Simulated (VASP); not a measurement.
# Tc12Au in VASP: further runs

The runs below take Tc12Au through single point, with PBE+D3(BJ).

Everything below comes from runs of VASP 6.6.1. Logs are shortened: lines on timing, memory, paths and dates and some standing lists are left out, and cuts for length are marked.

## 1. The cell of the first run

The cell holds a slab with vacuum, 13 atoms: a = 5.480 Å, b = 5.480 Å, c = 15.395 Å, α = 90.00°, β = 90.00°, γ = 60.00°.

## 2. Single point, PBE+D3(BJ)

Input file INCAR:

```
ALGO = Normal
EDIFF = 1E-6
ENCUT = 520
GGA = PE
ISIF = 2
ISMEAR = -1
IVDW = 12
LASPH = T
LCHARG = F
LREAL = F
LWAVE = F
NBANDS = 96
NELM = 100
PREC = Accurate
SIGMA = 0.05
```

Input file KPOINTS:

```
k-points
0
Gamma
  4 4 1
```

Input file POSCAR:

```
Tc12Au
1.0
    5.4799998772      0.0000000000      0.0000000000
    2.7399999386      4.7458191064      0.0000000000
    0.0000000000      0.0000000000     15.3949600000
Tc Au
12 1
Direct
    0.0000000000      0.0000000000      0.0649563200
    0.5000000033     -0.0000000067      0.0649563200
   -0.0000000067      0.5000000033      0.0649563200
    0.5000000033      0.5000000033      0.0649563200
   -0.1666121131      0.3332242262      0.2014293645
    0.3333333333      0.3333333333      0.2025272251
   -0.1666121131      0.8333878869      0.2014293645
    0.3332242262      0.8333878869      0.2014293645
    0.0000000000      0.0000000000      0.3401812212
    0.5035368134     -0.0070736269      0.3391815529
   -0.0070736269      0.5035368134      0.3391815529
    0.5035368134      0.5035368134      0.3391815529
    0.3333333333      0.3333333333      0.4805974929
```

Potentials or basis: VASP PAW PBE potentials, release 64 (Tc_pv, Au).

On the command line:

```sh
$ cat potpaw_PBE.64/Tc_pv/POTCAR potpaw_PBE.64/Au/POTCAR > POTCAR
$ mpirun -np 1 vasp_std > vasp.out
```

OUTCAR:

```text
EDIFF = 1E-6
   ENCUT = 520
   GGA = PE
   ISIF = 2
   ISMEAR = -1
   IVDW = 12
   LASPH = T
   LREAL = F
   NELM = 100
   PREC = Accurate
 IVDW          = 12

 ion  position               nearest neighbor table
   1  0.000  0.000  0.065-   7 2.63   8 2.63   5 2.63   2 2.74   3 2.74   4 2.74   4 2.74   2 2.74
                             3 2.74
   2  0.500  1.000  0.065-   8 2.63   7 2.63   6 2.64   4 2.74   3 2.74   1 2.74   1 2.74   3 2.74
                             4 2.74
   3  1.000  0.500  0.065-   5 2.63   7 2.63   6 2.64   4 2.74   2 2.74   1 2.74   1 2.74   4 2.74
                             2 2.74
   4  0.500  0.500  0.065-   5 2.63   8 2.63   6 2.64   3 2.74   2 2.74   1 2.74   1 2.74   3 2.74
                             2 2.74
   5  0.833  0.333  0.201-   1 2.63   3 2.63   4 2.63  11 2.64  12 2.64   9 2.66   8 2.74   7 2.74
                             6 2.74   6 2.74   8 2.74   7 2.74
   6  0.333  0.333  0.203-   3 2.64   4 2.64   2 2.64  11 2.65  12 2.65  10 2.65   5 2.74   8 2.74
                             7 2.74   7 2.74   5 2.74   8 2.74
   7  0.833  0.833  0.201-   1 2.63   2 2.63   3 2.63  10 2.64  11 2.64   9 2.66   8 2.74   5 2.74
                             6 2.74   6 2.74   8 2.74   5 2.74
   8  0.333  0.833  0.201-   1 2.63   2 2.63   4 2.63  10 2.64  12 2.64   9 2.66   7 2.74   5 2.74
                             6 2.74   6 2.74   7 2.74   5 2.74
   9  0.000  0.000  0.340-   7 2.66   8 2.66   5 2.66  10 2.74  11 2.74  12 2.74  12 2.74  10 2.74
                            11 2.74
  10  0.504  0.993  0.339-   8 2.64   7 2.64   6 2.65  11 2.68  12 2.68  13 2.71   9 2.74   9 2.74
                            11 2.80  12 2.80
  11  0.993  0.504  0.339-   5 2.64   7 2.64   6 2.65  12 2.68  10 2.68  13 2.71   9 2.74   9 2.74
                            12 2.80  10 2.80
  12  0.504  0.504  0.339-   5 2.64   8 2.64   6 2.65  11 2.68  10 2.68  13 2.71   9 2.74   9 2.74
                            11 2.80  10 2.80
  13  0.333  0.333  0.481-  11 2.71  12 2.71  10 2.71

  LATTYP: Found a hexagonal cell.
 ALAT       =     5.4799998772
 C/A-ratio  =     2.8092993330

  Lattice vectors:

 A1 = (  -2.7399999386,  -4.7458191064,   0.0000000000)
 A2 = (   5.4799998772,   0.0000000000,   0.0000000000)
 A3 = (   0.0000000000,   0.0000000000,  15.3949600000)

Analysis of symmetry for initial positions (statically):
=====================================================================
 Subroutine PRICEL returns:
 Original cell was already a primitive cell.

 Routine SETGRP: Setting up the symmetry group for a
 hexagonal supercell.

 Subroutine GETGRP returns: Found  6 space group operations
 (whereof  6 operations were pure point group operations)
 out of a pool of 24 trial point group operations.

The static configuration has the point symmetry C_3v.

Analysis of symmetry for dynamics (positions and initial velocities):
=====================================================================
 Subroutine PRICEL returns:
 Original cell was already a primitive cell.

 Routine SETGRP: Setting up the symmetry group for a
 hexagonal supercell.

 Subroutine GETGRP returns: Found  6 space group operations
 (whereof  6 operations were pure point group operations)
 out of a pool of 24 trial point group operations.

The dynamic configuration has the point symmetry C_3v.

 Subroutine INISYM returns: Found  6 space group operations
 (whereof  6 operations are pure point group operations),
 and found     1 'primitive' translations

----------------------------------------------------------------------------------------

                                     Primitive cell

  volume of cell :     400.3781

  direct lattice vectors                    reciprocal lattice vectors
     5.479999877  0.000000000  0.000000000     0.182481756 -0.105355891  0.000000000
     2.739999939  4.745819106  0.000000000     0.000000000  0.210711782  0.000000000
     0.000000000  0.000000000 15.394960000     0.000000000  0.000000000  0.064956323

  length of vectors
     5.479999877  5.479999877 15.394960000     0.210711782  0.210711782  0.064956323

  position of ions in fractional coordinates (direct lattice)
     0.000000000  0.000000000  0.064956320
     0.500000003  0.999999993  0.064956320
     0.999999993  0.500000003  0.064956320
     0.500000003  0.500000003  0.064956320
     0.833387887  0.333224226  0.201429365
     0.333333333  0.333333333  0.202527225
     0.833387887  0.833387887  0.201429365
     0.333224226  0.833387887  0.201429365
     0.000000000  0.000000000  0.340181221
     0.503536813  0.992926373  0.339181553
     0.992926373  0.503536813  0.339181553
     0.503536813  0.503536813  0.339181553
     0.333333333  0.333333333  0.480597493

  ion indices of the primitive-cell ions
   primitive index   ion index
                 1           1
                 2           2
                 3           3
                 4           4
                 5           5
                 6           6
                 7           7
                 8           8
                 9           9
                10          10
                11          11
                12          12
                13          13

----------------------------------------------------------------------------------------

 KPOINTS: k-points

Automatic generation of k-mesh.
 Grid dimensions read from file:
 generate k-points for:    4    4    1

 Generating k-lattice:

  Cartesian coordinates                     Fractional coordinates (reciprocal lattice)
     0.045620439 -0.026338973  0.000000000     0.250000000  0.000000000  0.000000000
     0.000000000  0.052677945  0.000000000     0.000000000  0.250000000  0.000000000
     0.000000000  0.000000000  0.064956323     0.000000000  0.000000000  1.000000000

  Length of vectors
     0.052677945  0.052677945  0.064956323

  Shift w.r.t. Gamma in fractional coordinates (k-lattice)
     0.000000000  0.000000000  0.000000000

 Subroutine IBZKPT returns following result:
 ===========================================

 Found      4 irreducible k-points:

 Following reciprocal coordinates:
            Coordinates               Weight
  0.000000  0.000000  0.000000      1.000000
  0.250000 -0.000000  0.000000      6.000000
  0.500000 -0.000000  0.000000      3.000000
  0.500000  0.250000  0.000000      6.000000
   k-points           NKPTS =      4   k-points in BZ     NKDIM =      4   number of bands    NBANDS=     96
   number of dos      NEDOS =    301   number of ions     NIONS =     13
   total plane-waves  NPLWV = 211680
   dimension x,y,z NGX =    42 NGY =   42 NGZ =  120
   dimension x,y,z NGXF=    84 NGYF=   84 NGZF=  240
   ions per type =              12   1
   NGX,Y,Z   is equivalent  to a cutoff of  12.74, 12.74, 12.96 a.u.
   NGXF,Y,Z  is equivalent  to a cutoff of  25.48, 25.48, 25.92 a.u.
 SYSTEM =  unknown system
   PREC   = accura    normal or accurate (medium, high low for compatibility)
   ISTART =      0    job   : 0-new  1-cont  2-samecut
   ICHARG =      2    charge: 1-file 2-atom 10-const
   ISPIN  =      1    spin polarized calculation?
   LNONCOLLINEAR =      F non collinear calculations
   LSORBIT =      F    spin-orbit coupling
   LASPH  =      T    aspherical Exc in radial PAW
   ENCUT  =  520.0 eV  38.22 Ry    6.18 a.u.  10.19 10.19 28.62*2*pi/ulx,y,z
   NELM   =    100;   NELMIN=  2; NELMDL= -5     # of ELM steps
   EDIFF  = 0.1E-05   stopping-criterion for ELM
   LREAL  =      F    real-space projection
[... 7 lines left out ...]
   TEBEG  =    0.0;   TEEND  =   0.0 temperature during run
   PSTRESS=    0.0 pullay stress
   NELECT =     167.0000    total number of electrons
   NUPDOWN=      -1.0000    fix difference up-down
   EMIN   =  10.00;   EMAX   =-10.00  energy-range for DOS
   EFERMI =   0.00;   METHOD = LEGACY
   ISMEAR =    -1;   SIGMA  =   0.05  broadening in eV -4-tet -1-fermi 0-gaus
   EFERMI_NEDOS =   21; number of points for ismear=-14 and -15
   IALGO  =     38    algorithm
   IMIX   =      4    mixing-type and parameters
     AMIX     =   0.40;   BMIX     =  1.00
     AMIX_MAG =   1.60;   BMIX_MAG =  1.00
  volume/ion in A,a.u.               =      30.80       207.84
  Fermi-wavevector in a.u.,A,eV,Ry     =   1.223180  2.311474 20.356605  1.496168
  Thomas-Fermi vector in A             =   2.358300
   LORBIT       =      0    0 simple, 1 ext, 2 COOP (PROOUT), +10 PAW based schemes
   GGA     = PE    functional components
   LHFCALC =     F    Hartree Fock is set to
   AEXX    =    0.0000 exact exchange contribution
   IVDW    =    12    specifies the selected vdW correction
   LEPSILON=     F    determine dielectric tensor
   LRPA    =     F    only Hartree local field effects (RPA)
 non-spin polarized calculation
  energy-cutoff  :      520.00
  volume of cell :      400.38
 maximum number of plane-waves:     10804
 NGX is ok and might be reduce to    42
   NGX = 21   NGY = 21   NGZ = 57

 number of electron     167.0000027 magnetization

 Free energy of the ion-electron system (eV)
  ---------------------------------------------------
  ext. energy  EPLUGINS =         0.00000000
  ---------------------------------------------------
  free energy    TOTEN  =      -119.53480234 eV

  energy without entropy =     -119.41614709  energy(sigma->0) =     -119.47547472

 E-fermi :   3.6104     XC(G=0):  -7.7697

 val. band max:        3.5802424932   @ k =   0.5000   0.2500   0.0000
 cond. band min:       3.6842944251   @ k =   0.5000  -0.0000   0.0000
 fundamental gap:      0.1040519320
 Fermi energy:         3.6104383885

 k-point     1 :       0.0000    0.0000    0.0000
  band No.  band energies     occupation
      1     -35.9612      2.00000
      2     -35.9138      2.00000
      3     -35.8987      2.00000
      4     -35.8987      2.00000
      5     -35.8746      2.00000
      6     -35.8746      2.00000
[... 87 lines left out ...]
     94       6.0335      0.00000
     95       6.0688      0.00000

 k-point     2 :       0.2500   -0.0000    0.0000
  band No.  band energies     occupation
      1     -35.9059      2.00000
      2     -35.8457      2.00000
      3     -35.8272      2.00000
      4     -35.8166      2.00000
      5     -35.8161      2.00000
      6     -35.8013      2.00000
[... 87 lines left out ...]
     94       5.4769      0.00000
     95       5.4809      0.00000

 k-point     3 :       0.5000   -0.0000    0.0000
  band No.  band energies     occupation
      1     -35.8173      2.00000
      2     -35.7878      2.00000
      3     -35.7483      2.00000
      4     -35.7398      2.00000
      5     -35.7237      2.00000
      6     -35.7179      2.00000
[... 87 lines left out ...]
     94       4.5863      0.00000
     95       4.6619      0.00000

 k-point     4 :       0.5000    0.2500    0.0000
  band No.  band energies     occupation
      1     -35.8286      2.00000
      2     -35.7693      2.00000
      3     -35.7486      2.00000
      4     -35.7460      2.00000
      5     -35.7232      2.00000
      6     -35.6440      2.00000
[... 87 lines left out ...]
     94       5.1664      0.00000
     95       5.2374      0.00000
 [bands above 95 left out]

------------------------ aborting loop because EDIFF is reached ----------------------------------------

 Edisp (eV)   -5.66322

 E8    (eV) :    -2.7259

  FORCE on cell =-STRESS in cart. coord.  units (eV):
  Direction    XX          YY          ZZ          XY          YZ          ZX
  --------------------------------------------------------------------------------------
  -------------------------------------------------------------------------------------
  Total     -11.81595   -11.81595    -1.20866    -0.00000     0.00000     0.00000
  in kB     -47.28342   -47.28342    -4.83665    -0.00000     0.00000     0.00000
  external pressure =      -33.13 kB  Pullay stress =        0.00 kB

 VOLUME and BASIS-vectors are now :
 -----------------------------------------------------------------------------
  energy-cutoff  :      520.00
  volume of cell :      400.38
      direct lattice vectors                 reciprocal lattice vectors
     5.479999877  0.000000000  0.000000000     0.182481756 -0.105355891  0.000000000
     2.739999939  4.745819106  0.000000000     0.000000000  0.210711782  0.000000000
     0.000000000  0.000000000 15.394960000     0.000000000  0.000000000  0.064956323

 POSITION                                       TOTAL-FORCE (eV/Angst)
 -----------------------------------------------------------------------------------
      0.00000      0.00000      1.00000         0.000000     -0.000000      0.003330
      5.48000      4.74582      1.00000         0.000000      0.080285      0.058695
      6.85000      2.37291      1.00000         0.069529     -0.040143      0.058695
      4.11000      2.37291      1.00000        -0.069529     -0.040143      0.058695
      5.48000      1.58142      3.10100         0.000000     -0.000198     -0.010806
      2.74000      1.58194      3.11790         0.000000      0.000000      0.002016
      6.85045      3.95511      3.10100         0.000172      0.000099     -0.010806
      4.10955      3.95511      3.10100        -0.000172      0.000099     -0.010806
      0.00000      0.00000      5.23708         0.000000      0.000000     -0.061337
      5.48000      4.71225      5.22169         0.000000      0.003774     -0.028642
      6.82093      2.38969      5.22169         0.003268     -0.001887     -0.028642
      4.13907      2.38969      5.22169        -0.003268     -0.001887     -0.028642
      2.74000      1.58194      7.39878         0.000000     -0.000000     -0.001751
 -----------------------------------------------------------------------------------
    total drift:                                0.000002      0.000001     -0.000301

  FREE ENERGIE OF THE ION-ELECTRON SYSTEM (eV)
  ---------------------------------------------------
  free  energy   TOTEN  =      -125.1980271119 eV

  energy  without entropy=     -125.0793718540  energy(sigma->0) =     -125.13869948
```

Run time: 5.2 min. Hardware: 1 thread of Intel Xeon 6975P-C (Granite Rapids), shared host; peak memory 0.49 GiB.

Results:

```yaml
Free_energy: -125.1980 eV
Largest_force: 0.099 eV/Å
Band_gap_on_the_k_mesh: zero (an odd number of electrons rules out a gap without spin polarisation)
Dispersion_energy_per_atom: -0.436 eV
```

Forces on the atoms (eV/Å):
```
Tc   0.000  0.000  0.003
Tc   0.000  0.080  0.059
Tc   0.070 -0.040  0.059
Tc  -0.070 -0.040  0.059
Tc   0.000  0.000 -0.011
Tc   0.000  0.000  0.002
Tc   0.000  0.000 -0.011
Tc   0.000  0.000 -0.011
Tc   0.000  0.000 -0.061
Tc   0.000  0.004 -0.029
Tc   0.003 -0.002 -0.029
Tc  -0.003 -0.002 -0.029
Au   0.000  0.000 -0.002
```

Caveat: there is no dipole correction, which matters where the two faces differ; spin-orbit coupling is left out, which moves the levels of the heavy elements.

## 3. Single point, PBE+D3(BJ)

Input file INCAR:

```
SYSTEM = Tc12Au
ALGO = Normal
EDIFF = 1E-6
ENCUT = 520
GGA = PE
ISIF = 2
ISMEAR = -1
IVDW = 12
LASPH = .True.
LCHARG = .False.
LREAL = .False.
LWAVE = .False.
NBANDS = 96
NELM = 80
PREC = Accurate
SIGMA = 0.05
```

Input file KPOINTS:

```
k-points
0
Gamma
  4 4 1
  0 0 0
```

Input file POSCAR:

```
Tc12Au
1.0
    5.4800000000      0.0000000000      0.0000000000
    2.7400000000      4.7458190000      0.0000000000
    0.0000000000      0.0000000000     15.3949600000
Tc Au
12 1
Direct
    0.0000000000      0.0000000000      0.0649563234
    0.5000000000      0.0000000000      0.0649563234
   -0.0000000527      0.5000001054      0.0649563234
    0.4999999473      0.5000001054      0.0649563234
   -0.1666121274      0.3332242549      0.2014293639
    0.3333332982      0.3333334036      0.2025272557
   -0.1666121845      0.8333878726      0.2014293639
    0.3332241294      0.8333878726      0.2014293639
    0.0000000000      0.0000000000      0.3401812022
    0.5035367973     -0.0070735947      0.3391815243
   -0.0070737433      0.5035369027      0.3391815243
    0.5035366581      0.5035369027      0.3391815243
    0.3333332982      0.3333334036      0.4805974813
```

Potentials or basis: VASP PAW PBE potentials, release 64 (Tc_pv, Au).

On the command line:

```sh
$ cat potpaw_PBE.64/Tc_pv/POTCAR potpaw_PBE.64/Au/POTCAR > POTCAR
$ mpirun -np 1 vasp_std > vasp.out
```

Wall time 5.1 min (1 thread of Intel Xeon 6975P-C (Granite Rapids), shared host); peak memory 0.48 GiB.

Results (log left out):

| Quantity | Value |
| --- | --- |
| Free energy | -125.1980 eV |
| Largest force | 0.099 eV/Å |
| Band gap on the k mesh | zero (an odd number of electrons rules out a gap without spin polarisation) |
| Dispersion energy per atom | -0.436 eV |

Forces in eV/Å, atoms in the order of the input:
```
Tc   0.000  0.000  0.003
Tc   0.000  0.080  0.059
Tc   0.070 -0.040  0.059
Tc  -0.070 -0.040  0.059
Tc   0.000  0.000 -0.011
Tc   0.000  0.000  0.002
Tc   0.000  0.000 -0.011
Tc   0.000  0.000 -0.011
Tc   0.000  0.000 -0.061
Tc   0.000  0.004 -0.029
Tc   0.003 -0.002 -0.029
Tc  -0.003 -0.002 -0.029
Au   0.000  0.000 -0.002
```

Levels at points of the mesh, in eV from the Fermi level:
| k point | band 81 | band 82 | band 83 | band 84 | band 85 | band 86 |
| --- | --- | --- | --- | --- | --- | --- |
| (0.00, 0.00, 0.00) | 0.35 | 0.35 | 0.49 | 0.67 | 0.67 | 0.77 |
| (0.50, 0.00, 0.00) | -1.05 | -0.36 | -0.36 | -0.35 | -0.32 | -0.19 |

Caveat: there is no dipole correction, which matters where the two faces differ; spin-orbit coupling is left out, which moves the levels of the heavy elements.

The gap in the log of VASP goes by the Fermi energy; the results here count the filled bands.